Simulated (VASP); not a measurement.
# ZnS (P3m1) in VASP: a series of runs

ZnS is run at these levels: r2SCAN; tasks: single point.

Everything below comes from runs of VASP 6.6.1. Logs are shortened: lines on timing, memory, paths and dates and some standing lists are left out, and cuts for length are marked.

**1. The cell of the first run**

The structure is trigonal, space group P3m1 (No. 156). The conventional cell has a = 3.807 Å, b = 3.807 Å, c = 6.246 Å, α = 90.00°, β = 90.00°, γ = 120.00°. Within 2.9 Å of Zn (site symmetry 3m) lie 4 S at 2.22 to 2.79 Å. Within 3.1 Å of Zn (site symmetry 3m) lie 4 S at 2.33 to 2.34 Å. Within 3.1 Å of S (site symmetry 3m) lie 4 Zn at 2.33 to 2.79 Å. Within 2.9 Å of S (site symmetry 3m) lie 4 Zn at 2.22 to 2.34 Å.

**2. Single point, r2SCAN (atom 1 (Zn) moved by (+0.000, -0.450) A along x and z)**

POSCAR reads:

```
ZnS
1.0
    3.8067217473      0.0000000000      0.0000000000
   -1.9033608736      3.2967177383      0.0000000000
    0.0000000000      0.0000000000      6.2457351521
Zn S
2 2
Direct
    0.3333333333      0.6666666667     -0.0666610936
    0.6666666667      0.3333333333      0.5053880710
    0.3333333333      0.6666666667      0.3796119290
    0.6666666667      0.3333333333      0.8796119290
```

INCAR.step1 reads:

```
  PREC = Accurate
  ENCUT = 520
  ISMEAR = 0
  SIGMA = 0.05
  LREAL = False
  LASPH = True
  NELM = 100
  NBANDS = 26
  GGA = PE
  ALGO = Normal
  EDIFF = 1E-4
  LWAVE = True
  LCHARG = False
```

INCAR.step2 reads:

```
  PREC = Accurate
  ENCUT = 520
  EDIFF = 1E-7
  ISMEAR = 0
  SIGMA = 0.05
  LREAL = False
  LASPH = True
  NELM = 100
  ALGO = Normal
  ISIF = 2
  LWAVE = False
  LCHARG = True
  METAGGA = R2SCAN
  LMIXTAU = True
  LELF = True
  LVHAR = True
  NBANDS = 26
  ISTART = 1
```

KPOINTS reads:

```
regular mesh
0
Gamma
  6 6 4
```

Potentials or basis: VASP PAW PBE potentials, release 64 (Zn, S).

Command:

```sh
$ cat potpaw_PBE.64/Zn/POTCAR potpaw_PBE.64/S/POTCAR > POTCAR
$ cp INCAR.step1 INCAR
$ mpirun -np 1 vasp_std > vasp.out
$ cp INCAR.step2 INCAR
$ mpirun -np 1 vasp_std > vasp.out
```

OUTCAR:

```text
PREC = Accurate
   ENCUT = 520
   EDIFF = 1E-7
   ISMEAR = 0
   LREAL = False
   LASPH = True
   NELM = 100
   ISIF = 2
   METAGGA = R2SCAN
   ISTART = 1

 ion  position               nearest neighbor table
   1  0.333  0.667  0.933-   4 2.22   4 2.22   4 2.22   3 2.79
   2  0.667  0.333  0.505-   3 2.33   3 2.33   3 2.33   4 2.34
   3  0.333  0.667  0.380-   2 2.33   2 2.33   2 2.33   1 2.79
   4  0.667  0.333  0.880-   1 2.22   1 2.22   1 2.22   2 2.34

  LATTYP: Found a hexagonal cell.
 ALAT       =     3.8067217473
 C/A-ratio  =     1.6407122891

  Lattice vectors:

 A1 = (   3.8067217473,   0.0000000000,   0.0000000000)
 A2 = (  -1.9033608736,   3.2967177383,   0.0000000000)
 A3 = (   0.0000000000,   0.0000000000,   6.2457351521)

Analysis of symmetry for initial positions (statically):
=====================================================================
 Subroutine PRICEL returns:
 Original cell was already a primitive cell.

 Routine SETGRP: Setting up the symmetry group for a
 hexagonal supercell.

 Subroutine GETGRP returns: Found  6 space group operations
 (whereof  6 operations were pure point group operations)
 out of a pool of 24 trial point group operations.

The static configuration has the point symmetry C_3v.

Analysis of symmetry for dynamics (positions and initial velocities):
=====================================================================
 Subroutine PRICEL returns:
 Original cell was already a primitive cell.

 Routine SETGRP: Setting up the symmetry group for a
 hexagonal supercell.

 Subroutine GETGRP returns: Found  6 space group operations
 (whereof  6 operations were pure point group operations)
 out of a pool of 24 trial point group operations.

The dynamic configuration has the point symmetry C_3v.

 Subroutine INISYM returns: Found  6 space group operations
 (whereof  6 operations are pure point group operations),
 and found     1 'primitive' translations

----------------------------------------------------------------------------------------

                                     Primitive cell

  volume of cell :      78.3820

  direct lattice vectors                    reciprocal lattice vectors
     3.806721747  0.000000000  0.000000000     0.262693222  0.151666002  0.000000000
    -1.903360874  3.296717738  0.000000000     0.000000000  0.303332005  0.000000000
     0.000000000  0.000000000  6.245735152     0.000000000  0.000000000  0.160109255

  length of vectors
     3.806721747  3.806721747  6.245735152     0.303332005  0.303332005  0.160109255

  position of ions in fractional coordinates (direct lattice)
     0.333333333  0.666666667  0.933338906
     0.666666667  0.333333333  0.505388071
     0.333333333  0.666666667  0.379611929
     0.666666667  0.333333333  0.879611929

  ion indices of the primitive-cell ions
   primitive index   ion index
                 1           1
                 2           2
                 3           3
                 4           4

----------------------------------------------------------------------------------------

 KPOINTS: regular mesh

Automatic generation of k-mesh.
 Grid dimensions read from file:
 generate k-points for:    6    6    4

 Generating k-lattice:

  Cartesian coordinates                     Fractional coordinates (reciprocal lattice)
     0.043782204  0.025277667  0.000000000     0.166666667  0.000000000  0.000000000
     0.000000000  0.050555334  0.000000000     0.000000000  0.166666667  0.000000000
     0.000000000  0.000000000  0.040027314     0.000000000  0.000000000  0.250000000

  Length of vectors
     0.050555334  0.050555334  0.040027314

  Shift w.r.t. Gamma in fractional coordinates (k-lattice)
     0.000000000  0.000000000  0.000000000

 Subroutine IBZKPT returns following result:
 ===========================================

 Found     24 irreducible k-points:

 Following reciprocal coordinates:
            Coordinates               Weight
  0.000000  0.000000  0.000000      1.000000
  0.166667  0.000000  0.000000      6.000000
[... 45 lines left out ...]
 cond. band min:       4.3960856156   @ k =   0.0000   0.0000   0.0000
 fundamental gap:      2.2359174747
 Fermi energy:         2.4510233345

 k-point     1 :       0.0000    0.0000    0.0000
  band No.  band energies     occupation
      1     -12.4258      2.00000
      2     -10.5167      2.00000
      3      -5.4964      2.00000
      4      -5.4963      2.00000
      5      -4.8020      2.00000
      6      -4.7043      2.00000
[... 18 lines left out ...]
     25      10.0126      0.00000
     26      11.5780      0.00000

 k-point     2 :       0.1667    0.0000    0.0000
  band No.  band energies     occupation
      1     -12.2500      2.00000
      2     -10.3808      2.00000
      3      -5.4963      2.00000
      4      -5.4119      2.00000
      5      -4.8618      2.00000
      6      -4.7094      2.00000
[... 18 lines left out ...]
     25      10.5935      0.00000
     26      10.8274      0.00000

 k-point     3 :       0.3333    0.0000    0.0000
  band No.  band energies     occupation
      1     -11.8552      2.00000
      2     -10.0928      2.00000
      3      -5.4210      2.00000
      4      -5.2248      2.00000
      5      -4.9223      2.00000
      6      -4.7156      2.00000
[... 18 lines left out ...]
     25      11.1121      0.00000
     26      12.1763      0.00000

 k-point     4 :       0.5000    0.0000    0.0000
  band No.  band energies     occupation
      1     -11.6292      2.00000
      2      -9.9411      2.00000
      3      -5.3059      2.00000
      4      -5.1216      2.00000
      5      -4.8805      2.00000
      6      -4.7135      2.00000
[... 18 lines left out ...]
     25      11.3057      0.00000
     26      13.6787      0.00000
[... 496 lines left out ...]
      1     -11.9128      2.00000
      2     -10.2378      2.00000
      3      -5.4556      2.00000
      4      -5.2727      2.00000
      5      -4.9628      2.00000
      6      -4.7230      2.00000
[... 18 lines left out ...]
     25      11.0863      0.00000
     26      11.1138      0.00000

 k-point    23 :       0.3333    0.1667    0.5000
  band No.  band energies     occupation
      1     -11.6148      2.00000
      2      -9.9458      2.00000
      3      -5.2896      2.00000
      4      -5.1134      2.00000
      5      -4.9651      2.00000
      6      -4.7440      2.00000
[... 18 lines left out ...]
     25      11.2852      0.00000
     26      12.0659      0.00000

 k-point    24 :       0.3333    0.3333    0.5000
  band No.  band energies     occupation
      1     -11.5125      2.00000
      2      -9.8456      2.00000
      3      -5.1394      2.00000
      4      -5.0487      2.00000
      5      -4.9884      2.00000
      6      -4.7994      2.00000
[... 18 lines left out ...]
     25      11.7708      0.00000
     26      12.1198      0.00000

------------------------ aborting loop because EDIFF is reached ----------------------------------------

  FORCE on cell =-STRESS in cart. coord.  units (eV):
  Direction    XX          YY          ZZ          XY          YZ          ZX
  --------------------------------------------------------------------------------------
  -------------------------------------------------------------------------------------
  Total        1.7598681      1.7598681     -0.3198128      0.0000000     -0.0000000      0.0000000
  in kB       35.9728007     35.9728007     -6.5371735      0.0000000     -0.0000000      0.0000000
  external PRESSURE =      21.8028093 kB  Pullay stress =       0.0000000 kB

 VOLUME and BASIS-vectors are now :
 -----------------------------------------------------------------------------
  energy-cutoff  :      520.00
  volume of cell :       78.38
      direct lattice vectors                 reciprocal lattice vectors
     3.806721747  0.000000000  0.000000000     0.262693222  0.151666002  0.000000000
    -1.903360874  3.296717738  0.000000000     0.000000000  0.303332005  0.000000000
     0.000000000  0.000000000  6.245735152     0.000000000  0.000000000  0.160109255

 POSITION                                       TOTAL-FORCE (eV/Angst)
 -----------------------------------------------------------------------------------
     -0.00000      2.19781      5.82939         0.000000     -0.000000      1.334009
      1.90336      1.09891      3.15652        -0.000000      0.000000     -0.786280
     -0.00000      2.19781      2.37096         0.000000     -0.000000     -0.280058
      1.90336      1.09891      5.49382         0.000000     -0.000000     -0.267670
 -----------------------------------------------------------------------------------
    total drift:                                0.000022     -0.000012      0.008278

  FREE ENERGIE OF THE ION-ELECTRON SYSTEM (eV)
  ---------------------------------------------------
  free  energy   TOTEN  =       -37.2807068989 eV

  energy  without entropy=      -37.2807068989  energy(sigma->0) =      -37.28070690
```

It took 95 s on 1 thread of Intel Xeon 6975P-C (Granite Rapids), shared host; peak memory 0.22 GiB.

What came out:

- Free energy: -37.2807 eV
- Pressure: 2.2 GPa
- Largest force: 1.334 eV/Å
- Band gap on the k mesh: 2.24 eV

Forces on the atoms (eV/Å):
```
Zn   0.000  0.000  1.334
Zn   0.000  0.000 -0.786
S    0.000  0.000 -0.280
S    0.000  0.000 -0.268
```

Caveat: the cell differs from its parent crystal (atom 1 (Zn) moved by (+0.000, -0.450) A along x and z); the PAW data sets were made with another functional, which shifts forces and pressure a little. A k mesh can miss the band edges.

**3. Single point, r2SCAN (atom 1 (Zn) moved by (+0.000, +0.450) A along x and z)**

Changes to POSCAR since step 2:

```diff
@@ -8,3 +8,3 @@
 Direct
-    0.3333333333      0.6666666667     -0.0666610936
+    0.3333333333      0.6666666667      0.0774372356
     0.6666666667      0.3333333333      0.5053880710
```

INCAR.step1 reads:

```
SYSTEM = ZnS
PREC = Accurate
ENCUT = 520
ISMEAR = 0
SIGMA = 0.05
LREAL = .FALSE.
LASPH = .TRUE.
NELM = 60
NBANDS = 26
GGA = PE
ALGO = Normal
EDIFF = 1E-4
LWAVE = .TRUE.
LCHARG = .FALSE.
```

INCAR.step2 reads:

```
SYSTEM = ZnS
PREC = Accurate
ENCUT = 520
EDIFF = 1E-6
ISMEAR = 0
SIGMA = 0.05
LREAL = .FALSE.
LASPH = .TRUE.
NELM = 60
ALGO = Normal
ISIF = 2
LWAVE = .FALSE.
LCHARG = .FALSE.
METAGGA = R2SCAN
LMIXTAU = .TRUE.
NBANDS = 26
ISTART = 1
```

KPOINTS reads:

```
regular mesh
0
G
  6 6 4
  0 0 0
```

Potentials or basis: VASP PAW PBE potentials, release 64 (Zn, S).

Command:

```sh
$ cat potpaw_PBE.64/Zn/POTCAR potpaw_PBE.64/S/POTCAR > POTCAR
$ cp INCAR.step1 INCAR
$ mpirun -np 1 vasp_std > vasp.out
$ cp INCAR.step2 INCAR
$ mpirun -np 1 vasp_std > vasp.out
```

It took 69 s on 1 thread of Intel Xeon 6975P-C (Granite Rapids), shared host; peak memory 0.22 GiB.

The run converged. Its results:

| Quantity | Value |
| --- | --- |
| Free energy | -36.2434 eV |
| Pressure | 6.4 GPa |
| Largest force | 8.849 eV/Å |
| Band gap on the k mesh | 2.06 eV |

Forces in eV/Å, atoms in the order of the input:
```
Zn   0.000  0.000 -8.849
Zn   0.000  0.000  0.964
S    0.000  0.000  6.877
S    0.000  0.000  1.008
```

Stress tensor (GPa, compression positive):
```
-1.76  0.00  0.00
 0.00 -1.76  0.00
 0.00  0.00 22.59
```

Levels at points of the mesh, in eV from the valence-band top:
```
           k point  band 16  band 17  band 18  band 19  band 20  band 21
(0.00, 0.00, 0.00)    -0.85     0.00     0.00     2.06     3.59     6.03
(0.50, 0.00, 0.00)    -3.12    -2.45    -0.66     3.30     4.49     4.77
(0.00, 0.00, 0.50)    -1.73    -0.22    -0.22     3.03     4.51     6.19
(0.50, 0.00, 0.50)    -2.51    -1.85    -1.11     2.88     3.38     4.92
```

Caveat: the cell differs from its parent crystal (atom 1 (Zn) moved by (+0.000, +0.450) A along x and z); the stress differs along the axes, from -2 to 23 GPa; the PAW data sets were made with another functional, which shifts forces and pressure a little.

**4. Single point, r2SCAN (atom 1 (Zn) moved by (+0.000, -0.225) A along x and z)**

Changes to POSCAR since step 3:

```diff
@@ -8,3 +8,3 @@
 Direct
-    0.3333333333      0.6666666667      0.0774372356
+    0.3333333333      0.6666666667     -0.0306365113
     0.6666666667      0.3333333333      0.5053880710
```

INCAR.step1 reads:

```
SYSTEM = ZnS
ALGO     = Normal         ! electronic algorithm
EDIFF    = 1E-4           ! SCF threshold, eV
ENCUT    = 520            ! plane-wave cutoff, eV
GGA      = PE             ! functional
ISMEAR   = 0              ! smearing method
LASPH    = .TRUE.         ! aspherical terms in the spheres
LCHARG   = .FALSE.        ! write CHGCAR
LREAL    = .FALSE.        ! projectors in reciprocal space
LWAVE    = .TRUE.         ! write WAVECAR
NBANDS   = 26             ! bands
NELM     = 60             ! most SCF steps
PREC     = Accurate       ! precision mode
SIGMA    = 0.05           ! smearing width, eV
```

INCAR.step2 reads:

```
SYSTEM = ZnS
ALGO     = Normal         ! electronic algorithm
EDIFF    = 1E-6           ! SCF threshold, eV
ENCUT    = 520            ! plane-wave cutoff, eV
ISIF     = 2              ! what is computed and relaxed
ISMEAR   = 0              ! smearing method
ISTART   = 1            
LASPH    = .TRUE.         ! aspherical terms in the spheres
LCHARG   = .FALSE.        ! write CHGCAR
LMIXTAU  = .TRUE.       
LREAL    = .FALSE.        ! projectors in reciprocal space
LWAVE    = .FALSE.        ! write WAVECAR
METAGGA  = R2SCAN         ! meta-GGA
NBANDS   = 26             ! bands
NELM     = 60             ! most SCF steps
PREC     = Accurate       ! precision mode
SIGMA    = 0.05           ! smearing width, eV
```

KPOINTS reads:

```
k-points
0
G
  6 6 4
  0 0 0
```

Command:

```sh
$ cat potpaw_PBE.64/Zn/POTCAR potpaw_PBE.64/S/POTCAR > POTCAR
$ cp INCAR.step1 INCAR
$ mpirun -np 1 vasp_std > vasp.out
$ cp INCAR.step2 INCAR
$ mpirun -np 1 vasp_std > vasp.out
```

Run time: 73 s. Hardware: 1 thread of Intel Xeon 6975P-C (Granite Rapids), shared host; peak memory 0.22 GiB.

The run converged. Its results:

```
Free energy            : -37.5728 eV
Pressure               : 0.8 GPa
Largest force          : 1.138 eV/Å
Band gap on the k mesh : 2.63 eV
```

Forces in eV/Å, atoms in the order of the input:
```
Zn   0.000  0.000  1.138
Zn   0.000  0.000 -0.423
S    0.000  0.000 -0.417
S    0.000  0.000 -0.298
```

Stress tensor (GPa, compression positive):
```
 1.81  0.00  0.00
 0.00  1.81  0.00
 0.00  0.00 -1.25
```

Levels at points of the mesh, in eV from the valence-band top:
| k point | band 15 | band 16 | band 17 | band 18 | band 19 | band 20 | band 21 | band 22 |
| --- | --- | --- | --- | --- | --- | --- | --- | --- |
| (0.00, 0.00, 0.00) | -1.08 | -0.08 | 0.00 | 0.00 | 2.63 | 3.45 | 6.58 | 6.58 |
| (0.50, 0.00, 0.00) | -3.22 | -2.56 | -1.58 | -1.05 | 3.75 | 4.78 | 5.40 | 7.65 |
| (0.00, 0.00, 0.50) | -0.90 | -0.90 | -0.21 | -0.21 | 3.55 | 4.30 | 6.76 | 6.76 |
| (0.50, 0.00, 0.50) | -2.28 | -1.81 | -1.41 | -1.37 | 3.79 | 4.02 | 5.20 | 5.68 |

Caveat: the cell differs from its parent crystal (atom 1 (Zn) moved by (+0.000, -0.225) A along x and z); the PAW data sets were made with another functional, which shifts forces and pressure a little.

**5. Single point, r2SCAN (atom 1 (Zn) moved by (+0.000, +0.225) A along x and z)**

Changes to POSCAR since step 4:

```diff
@@ -8,3 +8,3 @@
 Direct
-    0.3333333333      0.6666666667     -0.0306365113
+    0.3333333333      0.6666666667      0.0414126533
     0.6666666667      0.3333333333      0.5053880710
```

INCAR.step1 reads:

```
SYSTEM = ZnS
PREC     = Accurate       ! precision mode
ENCUT    = 520            ! plane-wave cutoff, eV
ISMEAR   = 0              ! smearing method
SIGMA    = 0.05           ! smearing width, eV
LREAL    = .FALSE.        ! projectors in reciprocal space
LASPH    = .TRUE.         ! aspherical terms in the spheres
NELM     = 60             ! most SCF steps
NBANDS   = 26             ! bands
GGA      = PE             ! functional
ALGO     = Normal         ! electronic algorithm
EDIFF    = 1E-4           ! SCF threshold, eV
LWAVE    = .TRUE.         ! write WAVECAR
LCHARG   = .FALSE.        ! write CHGCAR
```

INCAR.step2 reads:

```
SYSTEM = ZnS
PREC     = Accurate       ! precision mode
ENCUT    = 520            ! plane-wave cutoff, eV
EDIFF    = 1E-6           ! SCF threshold, eV
ISMEAR   = 0              ! smearing method
SIGMA    = 0.05           ! smearing width, eV
LREAL    = .FALSE.        ! projectors in reciprocal space
LASPH    = .TRUE.         ! aspherical terms in the spheres
NELM     = 60             ! most SCF steps
ALGO     = Normal         ! electronic algorithm
ISIF     = 2              ! what is computed and relaxed
LWAVE    = .FALSE.        ! write WAVECAR
LCHARG   = .FALSE.        ! write CHGCAR
METAGGA  = R2SCAN         ! meta-GGA
LMIXTAU  = .TRUE.       
NBANDS   = 26             ! bands
ISTART   = 1
```

KPOINTS reads:

```
Automatic mesh
0
G
  6 6 4
  0 0 0
```

Command:

```sh
$ cat potpaw_PBE.64/Zn/POTCAR potpaw_PBE.64/S/POTCAR > POTCAR
$ cp INCAR.step1 INCAR
$ mpirun -np 1 vasp_std > vasp.out
$ cp INCAR.step2 INCAR
$ mpirun -np 1 vasp_std > vasp.out
```

Wall time 75 s (1 thread of Intel Xeon 6975P-C (Granite Rapids), shared host); peak memory 0.22 GiB.

Results (log left out):

```yaml
Free_energy: -37.4552 eV
Pressure: 1.2 GPa
Largest_force: 2.719 eV/Å
Band_gap_on_the_k_mesh: 2.53 eV
```

Forces in eV/Å, atoms in the order of the input:
```
Zn   0.000  0.000 -2.719
Zn   0.000  0.000  0.461
S    0.000  0.000  1.777
S    0.000  0.000  0.481
```

Stress tensor (GPa, compression positive):
```
-1.24  0.00  0.00
 0.00 -1.24  0.00
 0.00  0.00  5.95
```

Levels at points of the mesh, in eV from the valence-band top:
```tsv
k point	band 14	band 15	band 16	band 17	band 18	band 19	band 20	band 21	band 22	band 23
(0.00, 0.00, 0.00)	-1.27	-1.27	-0.39	0.00	0.00	2.53	3.67	6.56	6.56	7.08
(0.50, 0.00, 0.00)	-4.15	-3.57	-2.58	-2.06	-0.77	3.82	4.74	5.14	6.82	7.81
(0.00, 0.00, 0.50)	-2.95	-1.04	-1.04	-0.29	-0.29	3.64	4.42	6.82	6.82	7.12
(0.50, 0.00, 0.50)	-4.76	-2.19	-2.12	-1.72	-1.30	3.52	3.80	5.36	5.97	8.66
```

Caveat: the cell differs from its parent crystal (atom 1 (Zn) moved by (+0.000, +0.225) A along x and z); the stress differs along the axes, from -1 to 6 GPa; the PAW data sets were made with another functional, which shifts forces and pressure a little.

**6. Summary**

| cell | gap on the mesh (eV) | pressure (GPa) | largest force (eV/Å) |
| --- | --- | --- | --- |
| as given, atomic positions A | 2.24 | 2.2 | 1.33 |
| as given, atomic positions B | 2.06 | 6.4 | 8.85 |
| as given, atomic positions C | 2.63 | 0.8 | 1.14 |
| as given, atomic positions D | 2.53 | 1.2 | 2.72 |

Alike in all rows: task single point; level r2SCAN; potentials or basis VASP PAW PBE potentials, release 64 (Zn, S); no spin polarisation; k mesh 6 × 6 × 4; cutoff (eV) 520; smearing gaussian 0.05 eV.

Caveats: the PAW data sets were made with another functional, which shifts forces and pressure a little; the stress differs along the axes, from -2 to 23 GPa (at least some runs); the stress differs along the axes, from -1 to 6 GPa (at least some runs).

Total energies depend on the potentials used, so only differences within one code and one set of settings carry meaning.
